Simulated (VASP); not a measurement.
Runs of VASP 6.6.1 on H. The structure is that of space group P6_3/mmc (No. 194), or close to it. The cells are those of the table. 

```csv
task,cell,cutoff (eV),gap on the mesh (eV),pressure (GPa)
electric field gradients,"a = 1.970, b = 1.970, c = 1.942 Å, angles 90.0, 90.0, 120.0°, 2 atoms",400,none,(a)
electric field gradients,"a = 1.945, b = 1.945, c = 1.917 Å, angles 90.0, 90.0, 120.0°, 2 atoms",520,none,-2.3
relaxation of cell and atoms,"relaxed from a = 2.512, b = 2.512, c = 4.070 Å, angles 90.0, 90.0, 120.0°, 2 atoms",600,none,0.0
electric field gradients,"a = 1.932, b = 1.932, c = 1.905 Å, angles 90.0, 90.0, 120.0°, 2 atoms",520,none,-0.4
electric field gradients,"a = 1.893, b = 1.893, c = 1.866 Å, angles 90.0, 90.0, 120.0°, 2 atoms",400,none,4.6
single point,"a = 1.919, b = 1.919, c = 1.892 Å, angles 90.0, 90.0, 120.0°, 2 atoms",520,none,1.7
single point,"a = 1.932, b = 1.932, c = 1.905 Å, angles 90.0, 90.0, 120.0°, 2 atoms",520,none,-0.4
single point,"a = 1.945, b = 1.945, c = 1.917 Å, angles 90.0, 90.0, 120.0°, 2 atoms",520,none,-2.3
```

Alike in all rows: level PBE; potentials or basis VASP PAW PBE potentials, release 64 (H); no spin polarisation; k mesh 17 × 17 × 9; smearing fermi-dirac 0.05 eV.

Question: Fill in the values left out.

Answer: (a) -7.3.

Caveats: some runs use coarse meshes.

A gap of «none» marks levels without a gap at the run's occupations.
